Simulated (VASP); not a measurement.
## Si3N4: relaxation of the atoms with PBE

The system is Si3N4.

```
Si N
1.0
     7.63220    0.00000    0.00000
    -3.81610    6.60968    0.00000
     0.00000    0.00000    2.91910
Si N
6 8
Direct
  0.19520 0.76560 0.25000
  0.42960 0.19520 0.75000
  0.23440 0.42960 0.25000
  0.80480 0.23440 0.75000
  0.57040 0.80480 0.25000
  0.76560 0.57040 0.75000
  0.33333 0.66667 0.25000
  0.66667 0.33333 0.75000
  0.33940 0.03620 0.25000
  0.30320 0.33940 0.75000
  0.96380 0.30320 0.25000
  0.66060 0.96380 0.75000
  0.69680 0.66060 0.25000
  0.03620 0.69680 0.75000
```

| Item | Value |
| --- | --- |
| Program | VASP 6.6.1 |
| Task | relaxation of the atoms |
| Functional | PBE |
| Potentials or basis | VASP PAW PBE potentials, release 64 (Si, N) |
| Cutoff | 520 eV |
| k mesh | 4 × 4 × 9 |
| Occupations | fermi-dirac, width 0.02 eV |
| Spin | no spin polarisation |
| Dipole correction | no |
| Further INCAR settings | ALGO = Normal; EDIFF = 1e-06; IBRION = 2; EDIFFG = -0.02; NSW = 80 |

```json
{
 "Energy gained by relaxing": "288.1 meV/atom",
 "Ionic steps": "18",
 "Pressure after relaxing": "2.3 GPa",
 "Largest force after relaxing": "0.016 eV/Å",
 "Band gap on the k mesh": "4.29 eV (least direct gap 4.47 eV)"
}
```

Forces on the atoms (eV/Å):
```
Si   0.004 -0.004  0.000
Si   0.006  0.002  0.000
Si   0.001  0.006  0.000
Si  -0.004  0.004  0.000
Si  -0.006 -0.002  0.000
Si  -0.001 -0.006  0.000
N    0.000  0.000  0.000
N    0.000  0.000  0.000
N    0.013  0.009  0.000
N   -0.002  0.016  0.000
N   -0.015  0.006  0.000
N   -0.013 -0.009  0.000
N    0.002 -0.016  0.000
N    0.015 -0.006  0.000
```

Stress tensor (GPa, compression positive):
```
2.44 0.00 0.00
0.00 2.44 0.00
0.00 0.00 1.91
```

Step by step:
```tsv
step	energy change (eV)	largest force (eV/Å)	pressure (GPa)
1	0.0000	9.3382	10.55
2	6.6973	7.9669	11.28
3	-3.7954	0.9681	3.14
4	-3.7956	1.0694	3.05
5	-3.7975	1.0198	3.09
6	-3.9369	0.6056	2.85
7	-3.9370	0.6261	2.85
8	-4.0206	0.1028	2.71
9	-4.0207	0.0975	2.70
10	-4.0239	0.0937	2.65
11	-4.0248	0.1765	2.60
12	-4.0263	0.1580	2.57
13	-4.0300	0.1031	2.48
14	-4.0332	0.0479	2.30
15	-4.0333	0.0464	2.28
16	-4.0335	0.0244	2.27
17	-4.0335	0.0268	2.26
18	-4.0336	0.0160	2.26
```

Final structure:
```cif
data_structure
_symmetry_space_group_name_H-M 'P 1'
_symmetry_Int_Tables_number 1
_cell_length_a 7.6322
_cell_length_b 7.6322
_cell_length_c 2.9191
_cell_angle_alpha 90.000
_cell_angle_beta 90.000
_cell_angle_gamma 120.000
_cell_volume 147.26
loop_
_atom_site_label
_atom_site_type_symbol
_atom_site_fract_x
_atom_site_fract_y
_atom_site_fract_z
_atom_site_occupancy
Si1 Si 0.17432 0.76830 0.25000 1
Si2 Si 0.40602 0.17432 0.75000 1
Si3 Si 0.23170 0.40602 0.25000 1
Si4 Si 0.82568 0.23170 0.75000 1
Si5 Si 0.59398 0.82568 0.25000 1
Si6 Si 0.76830 0.59398 0.75000 1
N1 N 0.33333 0.66667 0.25000 1
N2 N 0.66667 0.33333 0.75000 1
N3 N 0.32964 0.03027 0.25000 1
N4 N 0.29937 0.32964 0.75000 1
N5 N 0.96973 0.29937 0.25000 1
N6 N 0.67036 0.96973 0.75000 1
N7 N 0.70063 0.67036 0.25000 1
N8 N 0.03027 0.70063 0.75000 1
```

Levels at points of the mesh, in eV from the valence-band top:
```csv
k point,band 29,band 30,band 31,band 32,band 33,band 34,band 35,band 36
"(0.00, 0.00, 0.00)",-1.25,-0.44,-0.37,-0.18,4.29,4.69,4.84,4.84
"(0.50, 0.00, 0.00)",-1.32,-0.75,-0.31,-0.23,4.58,4.67,4.83,5.23
```

It took 38 min on 1 thread of Oxide Virtual Turin-like Processor, with other jobs on the host, peak memory 0.29 GiB.

A k mesh can miss the band edges.
